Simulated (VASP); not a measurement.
Sn3Ru: single point with PBE

The system is Sn3Ru.

```
Sn Ru
1.0
     0.00000    3.52086    3.52086
     3.52086    0.00000    3.52086
     3.52086    3.52086    0.00000
Sn Ru
3 1
Direct
  0.25000 0.25000 0.25000
  0.75000 0.75000 0.75000
  0.50000 0.50000 0.50000
  0.00000 0.00000 0.00000
```

The cell was built from a structure type or drawn by symmetry, and may not be a known phase.

* Program: VASP 6.6.1
* Task: single point
* Functional: PBE
* Potentials or basis: VASP PAW PBE potentials, release 64 (Sn_d, Ru_pv)
* Cutoff: 520 eV
* k mesh: 4 × 4 × 4
* Occupations: gaussian, width 0.1 eV
* Spin: no spin polarisation
* Dipole correction: no
* Further INCAR settings: ALGO = Fast; EDIFF = 1e-06; NBANDS = 36

```
Pressure               : 0.0 GPa
Band gap on the k mesh : zero (bands 28 and 29 overlap by 1.25 eV)
```

Levels at points of the mesh, in eV from the Fermi level:
```tsv
k point	band 25	band 26	band 27	band 28	band 29	band 30	band 31	band 32
(0.00, 0.00, 0.00)	-1.15	-1.15	-0.89	-0.89	-0.89	2.12	2.12	2.12
(0.50, 0.00, 0.00)	-1.18	-1.18	-0.69	-0.69	0.97	0.97	1.04	3.65
(0.50, 0.50, 0.00)	-1.24	-1.24	-0.95	-0.34	0.45	4.16	4.67	4.67
```

Run time: 71 s on 1 thread of Intel Xeon 8259CL, on a shared host, peak memory 0.24 GiB.

Caveat: the k points lie up to 0.39 Å⁻¹ apart, too coarse for converged energies and pressures of a metal; spin-orbit coupling is left out, which moves the levels of the heavy elements.
